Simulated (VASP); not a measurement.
A run of VASP 6.6.1:

File INCAR:

```
SYSTEM = Li
ALGO = Fast
EDIFF = 1E-6
ENCUT = 520
GGA = PE
ISIF = 2
ISMEAR = 0
LASPH = .TRUE.
LCHARG = .TRUE.
LELF = .TRUE.
LREAL = .FALSE.
LVHAR = .TRUE.
LWAVE = .FALSE.
NBANDS = 8
NELM = 60
PREC = Accurate
SIGMA = 0.1
```

The input KPOINTS:

```
k-points
0
G
  22 22 24
  0 0 0
```

The input POSCAR:

```
Li
1.0
    1.8454154590     -2.2329152310     -0.0207493837
    1.8454154590      2.2329152310     -0.0207493837
   -1.8273074041      0.0000000000      2.2536664499
Li
1
Direct
    0.0000000000      0.0000000000      0.0000000000
```

Potentials or basis: VASP PAW PBE potentials, release 64 (Li_sv).

The run is started by

```console
$ cat potpaw_PBE.64/Li_sv/POTCAR > POTCAR
$ mpirun -np 1 vasp_std > vasp.out
```

Hardware: 1 thread of Intel Xeon 8259CL, on a shared host.

How long does it take, and how much memory?

It took 5.4 min on 1 thread of Intel Xeon 8259CL (shared host), peak memory 0.44 GiB. Counts: scf iterations 11, k points 3049.
